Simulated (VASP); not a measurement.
Here is a VASP 6.6.1 calculation.

INCAR

```
SYSTEM = Be2Co
PREC = Accurate ; ENCUT = 520
EDIFF = 1E-6 ; ISMEAR = 0
SIGMA = 0.1 ; LREAL = .False.
LASPH = .True. ; NELM = 60
ALGO = Fast ; ISIF = 2
LWAVE = .False. ; LCHARG = .True.
GGA = PE ; LELF = .True.
LVHAR = .True. ; NBANDS = 14
```

The input KPOINTS:

```
regular mesh
0
Gamma
  18 18 20
  0 0 0
```

Contents of POSCAR:

```
Be2Co
1.0
    3.5007457219      0.0000000000      0.0000000000
   -1.7503728610      3.0317347273      0.0000000000
    0.0000000000      0.0000000000      2.3907682497
Be Co
2 1
Direct
    0.3333333333      0.6666666667      0.5000000000
    0.6666666667      0.3333333333      0.5000000000
    0.0000000000      0.0000000000      0.0000000000
```

Potentials or basis: VASP PAW PBE potentials, release 64 (Be, Co).

Run with:

```sh
$ cat potpaw_PBE.64/Be/POTCAR potpaw_PBE.64/Co/POTCAR > POTCAR
$ mpirun -np 1 vasp_std > vasp.out
```

(1) Predict the pressure.

(2) Estimate the band gap on the k mesh.

Results:

(1) -0.2 GPa.

(2) zero (an odd number of electrons rules out a gap without spin polarisation).

Caveat: the run has no spin polarisation, though such a crystal can be magnetic.
